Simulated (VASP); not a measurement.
Set up this calculation in VASP 6.6.1, as the native input.

```
Task                   : single point
Functional             : BLYP
Potentials or basis    : VASP PAW PBE potentials, release 64 (V_sv)
Cutoff                 : 520 eV
k mesh                 : 14 × 14 × 14
Occupations            : fermi-dirac, width 0.1 eV
Spin                   : no spin polarisation
Dipole correction      : no
Further INCAR settings : ALGO = Normal; EDIFF = 1e-07; NBANDS = 12
```

The structure of V lies in POSCAR:

```
V
1.0
    2.5090435988      0.0000000000      0.0000000000
    0.0000000000      2.5090435988      0.0000000000
    0.0000000000      0.0000000000      2.5090435988
V
1
Direct
    0.0000000000      0.0000000000      0.0000000000
```

This cell differs from its parent crystal: volume scaled by 1.04.

One way to write it, as run:

INCAR

```
SYSTEM = V
PREC = Accurate
ENCUT = 520
EDIFF = 1E-7
ISMEAR = -1
SIGMA = 0.1
LREAL = .False.
LASPH = .True.
NELM = 80
ALGO = Normal
ISIF = 2
LWAVE = .False.
LCHARG = .False.
GGA = B5
ALDAX = 1.0
AGGAX = 1.0
AGGAC = 1.0
ALDAC = 0.0
NBANDS = 12
```

KPOINTS

```
regular mesh
0
Gamma
  14 14 14
  0 0 0
```

Potentials or basis: VASP PAW PBE potentials, release 64 (V_sv).

Command:

```console
$ cat potpaw_PBE.64/V_sv/POTCAR > POTCAR
$ mpirun -np 1 vasp_std > vasp.out
```

Results of the run:

```yaml
Pressure: -3.8 GPa
```

Caveat: the PAW data sets were made with another functional, which shifts forces and pressure a little.

It took 39 s on 1 thread of AMD EPYC 9R45, on a shared host, peak memory 0.11 GiB.
